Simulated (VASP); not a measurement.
The system is BN.

```
B N
1.0
     2.50436    0.00000    0.00000
    -1.25218    2.16884    0.00000
     0.00000    0.00000    7.02288
B N
2 2
Direct
  0.33333 0.66667 0.25000
  0.66667 0.33333 0.75000
  0.66667 0.33333 0.25000
  0.33333 0.66667 0.75000
```

| Property | Result |
| --- | --- |
| Program | VASP 6.6.1 |
| Task | relaxation of cell and atoms |
| Functional | r2SCAN |
| Dispersion | rVV10 |
| Potentials or basis | VASP PAW PBE potentials, release 64 (B, N) |
| Cutoff | 600 eV |
| k mesh | 12 × 12 × 4 |
| Occupations | fermi-dirac, width 0.03 eV |
| Spin | no spin polarisation |

At the start: pressure -1.2 GPa; volume 9.54 Å³/atom.

Question: How do energy, volume and symmetry change on relaxing?

Answer: Over 12 steps the energy falls by 5.4 meV/atom and the volume is 8.79 Å³/atom (-7.8 %); space group P6_3/mmc (No. 194, to 0.05 Å).

Step by step:
| step | energy change (eV) | largest force (eV/Å) | pressure (GPa) | volume (Å³) |
| --- | --- | --- | --- | --- |
| 1 | 0.0000 | 0.0000 | -1.24 | 38.15 |
| 2 | -0.0020 | 0.0000 | 0.57 | 37.74 |
| 3 | -0.0021 | 0.0000 | 0.76 | 37.70 |
| 4 | -0.0032 | 0.0000 | 0.74 | 37.60 |
| 5 | -0.0065 | 0.0000 | 0.70 | 37.33 |
| 6 | -0.0124 | 0.0000 | 0.63 | 36.77 |
| 7 | -0.0202 | 0.0000 | 0.56 | 35.66 |
| 8 | -0.0080 | 0.0000 | 0.93 | 33.42 |
| 9 | -0.0212 | 0.0000 | 0.57 | 35.22 |
| 10 | -0.0213 | 0.0000 | 0.58 | 35.08 |
| 11 | -0.0210 | 0.0000 | -0.98 | 35.32 |
| 12 | -0.0214 | 0.0000 | 0.01 | 35.17 |

Final structure:
```yaml
crystal:
  lattice:
    - [2.50230, 0.00000, 0.00000]
    - [-1.25115, 2.16706, 0.00000]
    - [0.00000, 0.00000, 6.48600]
  atoms:
    - { symbol: B, position: [0.33333, 0.66667, 0.25000] }
    - { symbol: B, position: [0.66667, 0.33333, 0.75000] }
    - { symbol: N, position: [0.66667, 0.33333, 0.25000] }
    - { symbol: N, position: [0.33333, 0.66667, 0.75000] }
```

Caveat: the PAW data sets were made with another functional, which shifts forces and pressure a little.
